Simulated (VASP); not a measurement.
# LiF (Fm-3m) in VASP: a series of runs

The runs below take LiF through single point, with PBE.

Program: VASP 6.6.1. These are calculated values, not measurements. Logs are shortened: lines on timing, memory, paths and dates and some standing lists are left out, and cuts for length are marked.

### Step 1. The cell of the first run

It takes space group Fm-3m (No. 225, cubic). The conventional cell has a = 4.068 Å, b = 4.068 Å, c = 4.068 Å, α = 90.00°, β = 90.00°, γ = 90.00°. Within 2.7 Å of Li (site symmetry m-3m) lie 6 F at 2.03 Å. Within 2.7 Å of F (site symmetry m-3m) lie 6 Li at 2.03 Å.

### Step 2. Single point, PBE

Input file INCAR:

```
SYSTEM = LiF
PREC     = Accurate       ! precision mode
ENCUT    = 750            ! plane-wave cutoff, eV
EDIFF    = 1E-6           ! SCF threshold, eV
ISMEAR   = 0              ! smearing method
SIGMA    = 0.02           ! smearing width, eV
LREAL    = .False.        ! projectors in reciprocal space
LASPH    = .True.         ! aspherical terms in the spheres
NELM     = 120            ! most SCF steps
ALGO     = Normal         ! electronic algorithm
ISIF     = 2              ! what is computed and relaxed
LWAVE    = .False.        ! write WAVECAR
LCHARG   = .False.        ! write CHGCAR
GGA      = PE             ! functional
NBANDS   = 12             ! bands
GGA_COMPAT= .False.
```

Input file KPOINTS:

```
regular mesh
0
Gamma
  10 10 10
  0 0 0
```

Input file POSCAR:

```
LiF
1.0
    0.0000000000      2.0337928472      2.0337928472
    2.0337928472      0.0000000000      2.0337928472
    2.0337928472      2.0337928472      0.0000000000
Li F
1 1
Direct
    0.0000000000      0.0000000000      0.0000000000
    0.5000000000      0.5000000000      0.5000000000
```

Potentials or basis: VASP PAW PBE potentials, release 64 (Li_sv, F).

Run with:

```console
$ cat potpaw_PBE.64/Li_sv/POTCAR potpaw_PBE.64/F/POTCAR > POTCAR
$ mpirun -np 1 vasp_std > vasp.out
```

OUTCAR:

```text
SYSTEM = LiF
   PREC = Accurate
   ENCUT = 750
   EDIFF = 1E-6
   ISMEAR = 0
   LREAL = .False.
   LASPH = .True.
   NELM = 120
   ISIF = 2
   GGA = PE

 ion  position               nearest neighbor table
   1  0.000  0.000  0.000-   2 2.03   2 2.03   2 2.03   2 2.03   2 2.03   2 2.03
   2  0.500  0.500  0.500-   1 2.03   1 2.03   1 2.03   1 2.03   1 2.03   1 2.03

  LATTYP: Found a face centered cubic cell.
 ALAT       =     4.0675856944

  Lattice vectors:

 A1 = (   0.0000000000,   2.0337928472,   2.0337928472)
 A2 = (   2.0337928472,   0.0000000000,   2.0337928472)
 A3 = (   2.0337928472,   2.0337928472,   0.0000000000)

Analysis of symmetry for initial positions (statically):
=====================================================================
 Subroutine PRICEL returns:
 Original cell was already a primitive cell.

 Routine SETGRP: Setting up the symmetry group for a
 face centered cubic supercell.

 Subroutine GETGRP returns: Found 48 space group operations
 (whereof 48 operations were pure point group operations)
 out of a pool of 48 trial point group operations.

The static configuration has the point symmetry O_h .

Analysis of symmetry for dynamics (positions and initial velocities):
=====================================================================
 Subroutine PRICEL returns:
 Original cell was already a primitive cell.

 Routine SETGRP: Setting up the symmetry group for a
 face centered cubic supercell.

 Subroutine GETGRP returns: Found 48 space group operations
 (whereof 48 operations were pure point group operations)
 out of a pool of 48 trial point group operations.

The dynamic configuration has the point symmetry O_h .

 Subroutine INISYM returns: Found 48 space group operations
 (whereof 48 operations are pure point group operations),
 and found     1 'primitive' translations

----------------------------------------------------------------------------------------

                                     Primitive cell

  volume of cell :      16.8248

  direct lattice vectors                    reciprocal lattice vectors
     0.000000000  2.033792847  2.033792847    -0.245846080  0.245846080  0.245846080
     2.033792847  0.000000000  2.033792847     0.245846080 -0.245846080  0.245846080
     2.033792847  2.033792847  0.000000000     0.245846080  0.245846080 -0.245846080

  length of vectors
     2.876217428  2.876217428  2.876217428     0.425817902  0.425817902  0.425817902

  position of ions in fractional coordinates (direct lattice)
     0.000000000  0.000000000  0.000000000
     0.500000000  0.500000000  0.500000000

  ion indices of the primitive-cell ions
   primitive index   ion index
                 1           1
                 2           2

----------------------------------------------------------------------------------------

 KPOINTS: regular mesh

Automatic generation of k-mesh.
 Grid dimensions read from file:
 generate k-points for:   10   10   10

 Generating k-lattice:

  Cartesian coordinates                     Fractional coordinates (reciprocal lattice)
    -0.024584608  0.024584608  0.024584608     0.100000000  0.000000000  0.000000000
     0.024584608 -0.024584608  0.024584608     0.000000000  0.100000000  0.000000000
     0.024584608  0.024584608 -0.024584608     0.000000000  0.000000000  0.100000000

  Length of vectors
     0.042581790  0.042581790  0.042581790

  Shift w.r.t. Gamma in fractional coordinates (k-lattice)
     0.000000000  0.000000000  0.000000000

 Subroutine IBZKPT returns following result:
 ===========================================

 Found     47 irreducible k-points:

 Following reciprocal coordinates:
            Coordinates               Weight
  0.000000  0.000000  0.000000      1.000000
  0.100000  0.000000  0.000000      8.000000
  0.200000  0.000000  0.000000      8.000000
  0.300000  0.000000  0.000000      8.000000
  0.400000  0.000000  0.000000      8.000000
  0.500000  0.000000  0.000000      4.000000
[... 16 lines left out ...]
  0.300000  0.300000  0.000000      6.000000
  0.400000  0.300000  0.000000     24.000000
 [... further k-points ...]
   k-points           NKPTS =     47   k-points in BZ     NKDIM =     47   number of bands    NBANDS=     12
   number of dos      NEDOS =    301   number of ions     NIONS =      2
   total plane-waves  NPLWV =  21952
   dimension x,y,z NGX =    28 NGY =   28 NGZ =   28
   dimension x,y,z NGXF=    56 NGYF=   56 NGZF=   56
   ions per type =               1   1
   NGX,Y,Z   is equivalent  to a cutoff of  16.18, 16.18, 16.18 a.u.
   NGXF,Y,Z  is equivalent  to a cutoff of  32.37, 32.37, 32.37 a.u.
 SYSTEM =  LiF
   PREC   = accura    normal or accurate (medium, high low for compatibility)
   ISTART =      0    job   : 0-new  1-cont  2-samecut
   ICHARG =      2    charge: 1-file 2-atom 10-const
   ISPIN  =      1    spin polarized calculation?
   LNONCOLLINEAR =      F non collinear calculations
   LSORBIT =      F    spin-orbit coupling
   LASPH  =      T    aspherical Exc in radial PAW
   ENCUT  =  750.0 eV  55.12 Ry    7.42 a.u.   6.42  6.42  6.42*2*pi/ulx,y,z
   NELM   =    120;   NELMIN=  2; NELMDL= -5     # of ELM steps
   EDIFF  = 0.1E-05   stopping-criterion for ELM
   LREAL  =      F    real-space projection
   EDIFFG = 0.1E-04   stopping-criterion for IOM
   NSW    =      0    number of steps for IOM
   IBRION =     -1    ionic relax: 0-MD 1-quasi-New 2-CG
   NFREE  =      0    steps in history (QN), initial steepest desc. (CG)
   ISIF   =      2    stress and relaxation
   ISYM   =      2    0-nonsym 1-usesym 2-fastsym
   POTIM  = 0.5000    time-step for ionic-motion
   TEBEG  =    0.0;   TEEND  =   0.0 temperature during run
   PSTRESS=    0.0 pullay stress
   NELECT =      10.0000    total number of electrons
   NUPDOWN=      -1.0000    fix difference up-down
   EMIN   =  10.00;   EMAX   =-10.00  energy-range for DOS
   EFERMI =   0.00;   METHOD = LEGACY
   ISMEAR =     0;   SIGMA  =   0.02  broadening in eV -4-tet -1-fermi 0-gaus
   EFERMI_NEDOS =   21; number of points for ismear=-14 and -15
   IALGO  =     38    algorithm
   IMIX   =      4    mixing-type and parameters
     AMIX     =   0.40;   BMIX     =  1.00
     AMIX_MAG =   1.60;   BMIX_MAG =  1.00
  volume/ion in A,a.u.               =       8.41        56.77
  Fermi-wavevector in a.u.,A,eV,Ry     =   1.376443  2.601099 25.777521  1.894594
  Thomas-Fermi vector in A             =   2.501687
   LORBIT       =      0    0 simple, 1 ext, 2 COOP (PROOUT), +10 PAW based schemes
   GGA     = PE    functional components
   LHFCALC =     F    Hartree Fock is set to
   AEXX    =    0.0000 exact exchange contribution
   IVDW    =     0    specifies the selected vdW correction
   LEPSILON=     F    determine dielectric tensor
   LRPA    =     F    only Hartree local field effects (RPA)
 non-spin polarized calculation
 Gauss-broadening in eV      SIGMA  =   0.02
  energy-cutoff  :      750.00
  volume of cell :       16.82
 maximum number of plane-waves:       801
 NGX is ok and might be reduce to    28
   NGX = 13   NGY = 13   NGZ = 13

 number of electron      10.0000000 magnetization

 number of electron       9.9999999 magnetization

 Free energy of the ion-electron system (eV)
  ---------------------------------------------------
  ext. energy  EPLUGINS =         0.00000000
  ---------------------------------------------------
  free energy    TOTEN  =        -9.64512167 eV

  energy without entropy =       -9.64512167  energy(sigma->0) =       -9.64512167

 E-fermi :  -1.0502     XC(G=0):  -9.8423

 val. band max:       -1.2023499250   @ k =   0.0000   0.0000   0.0000
 cond. band min:       7.6206349519   @ k =   0.0000   0.0000   0.0000
 fundamental gap:      8.8229848769
 Fermi energy:        -1.0502407724

 k-point     1 :       0.0000    0.0000    0.0000
  band No.  band energies     occupation
      1     -42.1765      2.00000
      2     -21.0952      2.00000
      3      -1.2024      2.00000
      4      -1.2024      2.00000
      5      -1.2023      2.00000
      6       7.6206      0.00000
      7      22.3834      0.00000
      8      22.3834      0.00000
      9      22.3834      0.00000
     10      22.8382      0.00000
     11      22.8382      0.00000
     12      22.8382      0.00000

 k-point     2 :       0.1000    0.0000    0.0000
  band No.  band energies     occupation
      1     -42.1717      2.00000
      2     -21.0584      2.00000
      3      -1.4822      2.00000
      4      -1.2247      2.00000
      5      -1.2247      2.00000
      6       7.9119      0.00000
      7      19.8006      0.00000
      8      21.1856      0.00000
      9      21.1856      0.00000
     10      23.8433      0.00000
     11      23.8433      0.00000
     12      23.8456      0.00000

 k-point     3 :       0.2000    0.0000    0.0000
  band No.  band energies     occupation
      1     -42.1588      2.00000
      2     -20.9590      2.00000
      3      -2.1504      2.00000
      4      -1.2811      2.00000
      5      -1.2811      2.00000
      6       8.5734      0.00000
      7      17.3556      0.00000
      8      19.7299      0.00000
      9      19.7299      0.00000
     10      24.7811      0.00000
     11      25.1719      0.00000
     12      25.1719      0.00000
[... 286 lines left out ...]
 k-point    23 :       0.3000    0.3000    0.0000
  band No.  band energies     occupation
      1     -42.1334      2.00000
      2     -20.7007      2.00000
      3      -3.0356      2.00000
      4      -1.8361      2.00000
      5      -1.8361      2.00000
      6      10.7753      0.00000
      7      16.5671      0.00000
      8      17.5307      0.00000
      9      18.8876      0.00000
     10      18.8876      0.00000
     11      32.5869      0.00000
     12      32.9032      0.00000

 k-point    24 :       0.4000    0.3000    0.0000
  band No.  band energies     occupation
      1     -42.1238      2.00000
      2     -20.5974      2.00000
      3      -3.4307      2.00000
      4      -2.0372      2.00000
      5      -1.9301      2.00000
      6      11.6026      0.00000
      7      15.4077      0.00000
      8      17.0142      0.00000
      9      18.6388      0.00000
     10      19.7018      0.00000
     11      32.0501      0.00000
     12      33.1961      0.00000

 [... further k-points ...]

------------------------ aborting loop because EDIFF is reached ----------------------------------------

  FORCE on cell =-STRESS in cart. coord.  units (eV):
  Direction    XX          YY          ZZ          XY          YZ          ZX
  --------------------------------------------------------------------------------------
  -------------------------------------------------------------------------------------
  Total       -0.0730745     -0.0730745     -0.0730745      0.0000000      0.0000000      0.0000000
  in kB       -6.9586715     -6.9586715     -6.9586715      0.0000000      0.0000000      0.0000000
  external PRESSURE =      -6.9586715 kB  Pullay stress =       0.0000000 kB

 VOLUME and BASIS-vectors are now :
 -----------------------------------------------------------------------------
  energy-cutoff  :      750.00
  volume of cell :       16.82
      direct lattice vectors                 reciprocal lattice vectors
     0.000000000  2.033792847  2.033792847    -0.245846080  0.245846080  0.245846080
     2.033792847  0.000000000  2.033792847     0.245846080 -0.245846080  0.245846080
     2.033792847  2.033792847  0.000000000     0.245846080  0.245846080 -0.245846080

 POSITION                                       TOTAL-FORCE (eV/Angst)
 -----------------------------------------------------------------------------------
      0.00000      0.00000      0.00000         0.000000     -0.000000      0.000000
      2.03379      2.03379      2.03379        -0.000000      0.000000      0.000000
 -----------------------------------------------------------------------------------
    total drift:                                0.000000      0.000000      0.000000

  FREE ENERGIE OF THE ION-ELECTRON SYSTEM (eV)
  ---------------------------------------------------
  free  energy   TOTEN  =        -9.6451216657 eV

  energy  without entropy=       -9.6451216657  energy(sigma->0) =       -9.64512167
```

Wall time 26 s (1 thread of Intel Xeon 8259CL, shared host); peak memory 0.16 GiB.

Results:

* Free energy: -9.6451 eV
* Pressure: -0.7 GPa
* Band gap on the k mesh: 8.82 eV, direct

Levels at points of the mesh, in eV from the valence-band top:
```tsv
k point	band 2	band 3	band 4	band 5	band 6	band 7	band 8	band 9
(0.00, 0.00, 0.00)	-19.89	0.00	0.00	0.00	8.82	23.59	23.59	23.59
(0.50, 0.00, 0.00)	-19.48	-2.43	-0.22	-0.22	10.62	16.38	18.67	18.67
(0.50, 0.50, 0.00)	-19.24	-2.88	-0.96	-0.96	14.54	16.34	17.08	19.89
```

A k mesh can miss the band edges. As with any semilocal functional, this PBE gap is likely too small.

### Step 3. Single point, PBE (volume scaled by 1.03)

Input file INCAR:

```
ALGO     = Normal         # electronic algorithm
EDIFF    = 1E-6           # SCF threshold, eV
ENCUT    = 750            # plane-wave cutoff, eV
GGA      = PE             # functional
GGA_COMPAT= False        
ISIF     = 2              # what is computed and relaxed
ISMEAR   = 0              # smearing method
LASPH    = True           # aspherical terms in the spheres
LCHARG   = True           # write CHGCAR
LELF     = True           # ELF
LREAL    = False          # projectors in reciprocal space
LVHAR    = True         
LWAVE    = False          # write WAVECAR
NBANDS   = 12             # bands
NELM     = 120            # most SCF steps
PREC     = Accurate       # precision mode
SIGMA    = 0.02           # smearing width, eV
```

Input file KPOINTS:

```
k-points
0
Gamma
  10 10 10
```

Input file POSCAR:

```
LiF
1.0
    0.0000000000      2.0539307197      2.0539307197
    2.0539307197      0.0000000000      2.0539307197
    2.0539307197      2.0539307197      0.0000000000
Li F
1 1
Direct
    0.0000000000      0.0000000000      0.0000000000
    0.5000000000      0.5000000000      0.5000000000
```

Potentials or basis: VASP PAW PBE potentials, release 64 (Li_sv, F).

Run with:

```console
$ cat potpaw_PBE.64/Li_sv/POTCAR potpaw_PBE.64/F/POTCAR > POTCAR
$ mpirun -np 1 vasp_std > vasp.out
```

It took 26 s on 1 thread of Intel Xeon 8259CL, shared host; peak memory 0.16 GiB.

The run converged. Its results:

- Free energy: -9.6416 eV
- Pressure: -2.5 GPa
- Band gap on the k mesh: 8.57 eV, direct

Levels at points of the mesh, in eV from the valence-band top:
| k point | band 2 | band 3 | band 4 | band 5 | band 6 | band 7 | band 8 | band 9 |
| --- | --- | --- | --- | --- | --- | --- | --- | --- |
| (0.00, 0.00, 0.00) | -19.82 | 0.00 | 0.00 | 0.00 | 8.57 | 23.20 | 23.20 | 23.20 |
| (0.50, 0.00, 0.00) | -19.42 | -2.35 | -0.21 | -0.21 | 10.47 | 16.04 | 18.43 | 18.43 |
| (0.50, 0.50, 0.00) | -19.20 | -2.76 | -0.91 | -0.91 | 14.27 | 16.20 | 16.73 | 19.55 |

 A k mesh can miss the band edges.

### Step 4. Single point, PBE (volume scaled by 1.06)

Input file INCAR:

```
ALGO = Normal
EDIFF = 1E-6
ENCUT = 750
GGA = PE
GGA_COMPAT = F
ISIF = 2
ISMEAR = 0
LASPH = T
LCHARG = T
LELF = T
LREAL = F
LVHAR = T
LWAVE = F
NBANDS = 12
NELM = 120
PREC = Accurate
SIGMA = 0.02
```

KPOINTS is that of step 3.

Input file POSCAR:

```
LiF
1.0
    0.0000000000      2.0736812652      2.0736812652
    2.0736812652      0.0000000000      2.0736812652
    2.0736812652      2.0736812652      0.0000000000
Li F
1 1
Direct
    0.0000000000      0.0000000000      0.0000000000
    0.5000000000      0.5000000000      0.5000000000
```

Run with:

```console
$ cat potpaw_PBE.64/Li_sv/POTCAR potpaw_PBE.64/F/POTCAR > POTCAR
$ mpirun -np 1 vasp_std > vasp.out
```

It took 26 s on 1 thread of Intel Xeon 8259CL, shared host; peak memory 0.15 GiB.

It converged, with:

* Free energy: -9.6325 eV
* Pressure: -4.1 GPa
* Band gap on the k mesh: 8.34 eV, direct

Levels at points of the mesh, in eV from the valence-band top:
| k point | band 1 | band 2 | band 3 | band 4 | band 5 | band 6 | band 7 | band 8 | band 9 | band 10 |
| --- | --- | --- | --- | --- | --- | --- | --- | --- | --- | --- |
| (0.00, 0.00, 0.00) | -41.12 | -19.74 | 0.00 | 0.00 | 0.00 | 8.34 | 22.83 | 22.83 | 22.83 | 23.47 |
| (0.50, 0.00, 0.00) | -41.08 | -19.37 | -2.26 | -0.20 | -0.20 | 10.33 | 15.72 | 18.20 | 18.20 | 28.81 |
| (0.50, 0.50, 0.00) | -41.07 | -19.17 | -2.65 | -0.88 | -0.88 | 14.01 | 16.06 | 16.40 | 19.23 | 19.23 |

### Step 5. Single point, PBE (volume scaled by 1.10)

Input file INCAR:

```
SYSTEM = LiF
PREC = Accurate
ENCUT = 750
EDIFF = 1E-6
ISMEAR = 0
SIGMA = 0.02
LREAL = .FALSE.
LASPH = .TRUE.
NELM = 120
ALGO = Normal
ISIF = 2
LWAVE = .FALSE.
LCHARG = .FALSE.
GGA = PE
NBANDS = 12
GGA_COMPAT = .FALSE.
```

Input file KPOINTS:

```
Automatic mesh
0
G
  10 10 10
  0 0 0
```

Input file POSCAR:

```
LiF
1.0
    0.0000000000      2.0994439151      2.0994439151
    2.0994439151      0.0000000000      2.0994439151
    2.0994439151      2.0994439151      0.0000000000
Li F
1 1
Direct
    0.0000000000      0.0000000000      0.0000000000
    0.5000000000      0.5000000000      0.5000000000
```

Run with:

```console
$ cat potpaw_PBE.64/Li_sv/POTCAR potpaw_PBE.64/F/POTCAR > POTCAR
$ mpirun -np 1 vasp_std > vasp.out
```

Wall time 28 s (1 thread of Intel Xeon 8259CL, shared host); peak memory 0.16 GiB.

The run converged. Its results:

```yaml
Free_energy: -9.6134 eV
Pressure: -5.8 GPa
Band_gap_on_the_k_mesh: 8.05 eV, direct
```

Levels at points of the mesh, in eV from the valence-band top:
```
           k point  band 1  band 2  band 3  band 4  band 5  band 6  band 7  band 8  band 9  band 10
(0.00, 0.00, 0.00)  -41.23  -19.66    0.00    0.00    0.00    8.05   22.36   22.36   22.36    23.11
(0.50, 0.00, 0.00)  -41.19  -19.31   -2.16   -0.19   -0.19   10.14   15.31   17.91   17.91    28.18
(0.50, 0.50, 0.00)  -41.18  -19.12   -2.51   -0.83   -0.83   13.69   15.88   15.98   18.81    18.81
```

### Step 6. Summary

```csv
cell,gap on the mesh (eV),pressure (GPa)
"a = 2.876 Å, angles 60.0°, 2 atoms",8.82,-0.7
"a = 2.905 Å, angles 60.0°, 2 atoms",8.57,-2.5
"a = 2.933 Å, angles 60.0°, 2 atoms",8.34,-4.1
"a = 2.969 Å, angles 60.0°, 2 atoms",8.05,-5.8
```

Alike in all rows: task single point; level PBE; potentials or basis VASP PAW PBE potentials, release 64 (Li_sv, F); no spin polarisation; k mesh 10 × 10 × 10; cutoff (eV) 750; smearing gaussian 0.02 eV.

Absolute energies hang on the potentials; compare differences alone.
